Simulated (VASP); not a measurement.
Ag3IO: relaxation of cell and atoms with PBE

The system is Ag3IO.

```xyz
5
Lattice="4.6586 0.0000 0.0000 0.0000 4.6586 0.0000 0.0000 0.0000 4.6586" Properties=species:S:1:pos:R:3 pbc="T T T"
Ag    2.3293    0.0000    0.0000
Ag    0.0000    2.3293    0.0000
Ag    0.0000    0.0000    2.3293
I     2.3293    2.3293    2.3293
O     0.0000    0.0000    0.0000
```

- Program: VASP 6.6.1
- Task: relaxation of cell and atoms
- Functional: PBE
- Potentials or basis: VASP PAW PBE potentials, release 64 (Ag, I, O)
- Cutoff: 600 eV
- k mesh: 8 × 8 × 8
- Occupations: gaussian, width 0.1 eV
- Spin: no spin polarisation
- Dipole correction: no
- Further INCAR settings: ALGO = Normal; EDIFF = 1e-07; IBRION = 2; EDIFFG = -0.01; NSW = 100; ISIF = 3

| Property | Result |
| --- | --- |
| Relaxed volume | 20.17 Å³/atom |
| Relaxed cell | a = 4.654 Å, b = 4.654 Å, c = 4.654 Å, α = 90.00°, β = 90.00°, γ = 90.00° |
| Space group after relaxing (to 0.05 Å) | Pm-3m (No. 221) |
| Energy gained by relaxing | 0.0 meV/atom |
| Ionic steps | 2 |
| Pressure after relaxing | 0.0 GPa |
| Band gap on the k mesh | zero (band 23 reaches 5.71 eV, above the bottom of band 24 at 4.93 eV) |

The path:
| step | energy change (eV) | largest force (eV/Å) | pressure (GPa) | volume (Å³) |
| --- | --- | --- | --- | --- |
| 1 | 0.0000 | 0.0000 | -0.15 | 101.11 |
| 2 | -0.0001 | 0.0000 | 0.02 | 100.83 |

Final structure:
```
CELL_PARAMETERS angstrom
4.65441 0.00000 0.00000
0.00000 4.65441 0.00000
0.00000 0.00000 4.65441
ATOMIC_POSITIONS crystal
Ag 0.50000 0.00000 0.00000
Ag 0.00000 0.50000 0.00000
Ag 0.00000 0.00000 0.50000
I 0.50000 0.50000 0.50000
O 0.00000 0.00000 0.00000
```

Levels at points of the mesh, in eV from the Fermi level:
```tsv
k point	band 21	band 22	band 23	band 24	band 25	band 26
(0.00, 0.00, 0.00)	-2.16	-2.16	-2.16	-0.77	3.28	3.28
(0.50, 0.00, 0.00)	-1.79	-1.23	-1.23	2.96	3.19	4.45
(0.50, 0.50, 0.00)	-0.61	0.02	0.02	0.60	2.44	5.39
(0.50, 0.50, 0.50)	-0.68	-0.68	-0.68	3.77	3.77	3.77
```

Run time: 84 s on 1 thread of Intel(R) Xeon(R) 6975P-C (Granite Rapids), with other jobs on the host, peak memory 0.33 GiB.

Caveat: spin-orbit coupling is left out, which moves the levels of the heavy elements.
